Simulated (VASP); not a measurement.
# SnTe3 (Fm-3m) in VASP: further runs, part 2 of 3

VASP 6.6.1. The steps go on from the part before.

## (3) Single point, PBEsol+D3(BJ)

This run uses another cell than the first one, of 25.98 Å³/atom, 1.006 times its volume.

Input file INCAR:

```
PREC = Accurate
ENCUT = 520
EDIFF = 1E-6
ISMEAR = -1
SIGMA = 0.05
LREAL = False
LASPH = True
NELM = 100
ALGO = Normal
ISIF = 2
LWAVE = False
LCHARG = False
GGA = PS
IVDW = 12
NBANDS = 24
```

Input file KPOINTS:

```
regular mesh
0
Gamma
  6 6 6
```

Input file POSCAR:

```
SnTe3
1.0
    0.0000000000      3.7315489361      3.7315489361
    3.7315489361      0.0000000000      3.7315489361
    3.7315489361      3.7315489361      0.0000000000
Te Sn
3 1
Direct
    0.5000000000      0.5000000000      0.5000000000
    0.7500000000      0.7500000000      0.7500000000
    0.2500000000      0.2500000000      0.2500000000
    0.0000000000      0.0000000000      0.0000000000
```

Potentials or basis: VASP PAW PBE potentials, release 64 (Te, Sn_d).

Launch:

```sh
cat potpaw_PBE.64/Te/POTCAR potpaw_PBE.64/Sn_d/POTCAR > POTCAR
mpirun -np 1 vasp_std > vasp.out
```

OUTCAR:

```text
PREC = Accurate
   ENCUT = 520
   EDIFF = 1E-6
   ISMEAR = -1
   LREAL = False
   LASPH = True
   NELM = 100
   ISIF = 2
   GGA = PS
   IVDW = 12
 IVDW          = 12

 ion  position               nearest neighbor table
   1  0.500  0.500  0.500-   3 3.23   3 3.23   3 3.23   2 3.23   3 3.23   2 3.23   2 3.23   2 3.23

   2  0.750  0.750  0.750-   1 3.23   1 3.23   1 3.23   1 3.23   4 3.23   4 3.23   4 3.23   4 3.23

   3  0.250  0.250  0.250-   4 3.23   4 3.23   4 3.23   1 3.23   4 3.23   1 3.23   1 3.23   1 3.23

   4  0.000  0.000  0.000-   2 3.23   2 3.23   2 3.23   2 3.23   3 3.23   3 3.23   3 3.23   3 3.23

  LATTYP: Found a face centered cubic cell.
 ALAT       =     7.4630978722

  Lattice vectors:

 A1 = (   0.0000000000,   3.7315489361,   3.7315489361)
 A2 = (   3.7315489361,   0.0000000000,   3.7315489361)
 A3 = (   3.7315489361,   3.7315489361,   0.0000000000)

Analysis of symmetry for initial positions (statically):
=====================================================================
 Subroutine PRICEL returns:
 Original cell was already a primitive cell.

[... 162 lines left out ...]

 E-fermi :   9.0025     XC(G=0): -10.6205

 val. band max:        8.9883104978   @ k =   0.5000   0.3333   0.0000
 cond. band min:       9.0407707483   @ k =   0.3333   0.3333   0.0000
 fundamental gap:      0.0524602505
 Fermi energy:         9.0024540616

 k-point     1 :       0.0000    0.0000    0.0000
  band No.  band energies     occupation
      1     -12.5164      2.00000
      2     -12.5164      2.00000
      3     -12.5164      2.00000
      4     -12.5078      2.00000
      5     -12.5078      2.00000
      6      -5.3069      2.00000
[... 421 lines left out ...]
     23      15.6462      0.00000
     24      15.6475      0.00000

------------------------ aborting loop because EDIFF is reached ----------------------------------------

 Edisp (eV)   -2.00173

 E8    (eV) :    -1.3707

  FORCE on cell =-STRESS in cart. coord.  units (eV):
  Direction    XX          YY          ZZ          XY          YZ          ZX
  --------------------------------------------------------------------------------------
  -------------------------------------------------------------------------------------
  Total      -0.26562    -0.26562    -0.26562    -0.00000    -0.00000     0.00000
  in kB      -4.09519    -4.09519    -4.09519    -0.00000    -0.00000     0.00000
  external pressure =       -4.10 kB  Pullay stress =        0.00 kB

 VOLUME and BASIS-vectors are now :
 -----------------------------------------------------------------------------
  energy-cutoff  :      520.00
  volume of cell :      103.92
      direct lattice vectors                 reciprocal lattice vectors
     0.000000000  3.731548936  3.731548936    -0.133992615  0.133992615  0.133992615
     3.731548936  0.000000000  3.731548936     0.133992615 -0.133992615  0.133992615
     3.731548936  3.731548936  0.000000000     0.133992615  0.133992615 -0.133992615

 POSITION                                       TOTAL-FORCE (eV/Angst)
 -----------------------------------------------------------------------------------
      3.73155      3.73155      3.73155         0.000000     -0.000000      0.000000
      5.59732      5.59732      5.59732         0.000000      0.000000     -0.000000
      1.86577      1.86577      1.86577        -0.000000      0.000000      0.000000
      0.00000      0.00000      0.00000         0.000000     -0.000000      0.000000
 -----------------------------------------------------------------------------------
    total drift:                               -0.000000      0.000000      0.000000

  FREE ENERGIE OF THE ION-ELECTRON SYSTEM (eV)
  ---------------------------------------------------
  free  energy   TOTEN  =       -16.3891391685 eV

  energy  without entropy=      -16.3501634727  energy(sigma->0) =      -16.36965132
```

OSZICAR:

```text
N       E                     dE             d eps       ncg     rms          rms(c)
DAV:   1     0.232481376244E+03    0.23248E+03   -0.13408E+04   784   0.139E+03
DAV:   2     0.108833633834E+02   -0.22160E+03   -0.20914E+03   816   0.365E+02
DAV:   3    -0.134961355454E+02   -0.24379E+02   -0.23267E+02   968   0.103E+02
DAV:   4    -0.144165806158E+02   -0.92045E+00   -0.91791E+00   896   0.210E+01
DAV:   5    -0.144502431916E+02   -0.33663E-01   -0.33661E-01  1160   0.435E+00    0.125E+01
DAV:   6    -0.143906425136E+02    0.59601E-01   -0.11570E-01  1008   0.220E+00    0.787E+00
DAV:   7    -0.143876152591E+02    0.30273E-02   -0.41340E-02   984   0.140E+00    0.156E+00
DAV:   8    -0.143875070491E+02    0.10821E-03   -0.13894E-03   952   0.291E-01    0.564E-01
DAV:   9    -0.143874279728E+02    0.79076E-04   -0.41756E-04   984   0.210E-01    0.141E-01
DAV:  10    -0.143874161556E+02    0.11817E-04   -0.30708E-05   936   0.309E-02    0.212E-02
DAV:  11    -0.143874140841E+02    0.20715E-05   -0.62156E-06  1016   0.226E-02    0.202E-02
DAV:  12    -0.143874136215E+02    0.46262E-06   -0.39628E-07   648   0.616E-03
   1 F= -.16389139E+02 E0= -.16369651E+02  d E =-.389757E-01
```

stdout:

```text
POSCAR found type information on POSCAR TeSn
 POSCAR found :  2 types and       4 ions
 scaLAPACK will be used
 -----------------------------------------------------------------------------
|                                                                             |
|                                                                             |
|     You enforced a specific xc type in the INCAR file but a different       |
|     I HOPE YOU KNOW WHAT YOU ARE DOING!                                     |
|                                                                             |
 -----------------------------------------------------------------------------

 LDA part: xc-table for (Slater+PW92), standard interpolation
 POSCAR, INCAR and KPOINTS ok, starting setup
 FFT: planning ... GRIDC
 FFT: planning ... GRID_SOFT
 FFT: planning ... GRID
 WAVECAR not read
 entering main loop
```

It took 25 s on 1 thread of Intel Xeon 6975P-C (Granite Rapids), shared host; peak memory 0.26 GiB.

Results:

* Free energy: -16.3891 eV
* Pressure: -0.4 GPa
* Band gap on the k mesh: zero (band 16 reaches 9.39 eV, above the bottom of band 17 at 6.83 eV)
* Dispersion energy per atom: -0.500 eV

Caveat: three body term missing; the PAW data sets were made with another functional, which shifts forces and pressure a little; spin-orbit coupling is left out, which moves the levels of the heavy elements; pairwise dispersion overbinds metals, which lowers pressure and volume.

[end of part 2 of 3]
